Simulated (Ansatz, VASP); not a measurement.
**Two plane-wave programs on In**

```xyz
4
Lattice="3.3314 0.0000 0.0000 -1.6657 2.8851 0.0000 0.0000 0.0000 10.8803" Properties=species:S:1:pos:R:3 pbc="T T T"
In    0.0000    0.0000    0.0000
In    0.0000    0.0000    5.4402
In    0.0000    1.9234    2.7201
In    1.6657    0.9617    8.1603
```

Alike in both runs: task relaxation of cell and atoms; functional PBEsol; k mesh 11 × 11 × 3; occupations fermi-dirac, width 0.1 eV; no spin polarisation.

|  | VASP | Ansatz |
| --- | --- | --- |
| version | VASP 6.6.1 | Ansatz 0.2.0 |
| potentials or method | VASP PAW PBE potentials, release 64 (In_d), cutoff 600 eV | plane waves (420 eV) with PAW, scalar-relativistic |
| valence electrons in the cell | 52 | 52 |

|  | VASP | Ansatz | Ansatz less VASP |
| --- | --- | --- | --- |
| relaxed volume (Å³/atom) | 25.58 | 25.57 | -0.010 |
| relaxed cell length with the largest relative difference (Å) | 10.768 | 10.758 | -0.0093 |

VASP's potentials were made for PBE, not for PBEsol, and Ansatz warns of the same on its side.
